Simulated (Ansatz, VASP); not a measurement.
**GaS5: VASP beside Ansatz**

```
CELL_PARAMETERS angstrom
-3.42577 3.42577 2.54893
3.42577 -3.42577 2.54893
3.42577 3.42577 -2.54893
ATOMIC_POSITIONS crystal
Ga 0.75000 0.25000 0.50000
S 0.17512 0.68683 0.94862
S 0.31317 0.26179 0.48829
S 0.73821 0.22650 0.05138
S 0.77350 0.82488 0.51171
S 0.00000 0.00000 0.00000
```

Alike in both runs: task single point; functional r2SCAN; k mesh 8 × 8 × 8; occupations gaussian, width 0.1 eV; no spin polarisation.

|  | VASP | Ansatz |
| --- | --- | --- |
| version | VASP 6.6.1 | Ansatz 0.2.0 |
| potentials or method | VASP PAW PBE potentials, release 64 (Ga_d, S), cutoff 520 eV | scalar-relativistic, plane waves, PAW |
| valence electrons in the cell | 43 | 43 |

|  | VASP | Ansatz | Ansatz less VASP |
| --- | --- | --- | --- |
| gap on the k mesh at the Fermi level (eV) | none | none | - |
| pressure (GPa) | -1.6 | -1.4 | +0.19 |
| traceless stress, the component that is largest in VASP (GPa) | 0.57 | 0.53 | -0.040 |
| rms of the force components (eV/Å) | 0.079 | 0.082 | +0.0026 |

VASP's potentials were made for PBE, not for r2SCAN. Atom by atom the forces differ by 0.009 eV/Å (rms over components). A gap of «none» marks a metal or a gap that the smearing closes.
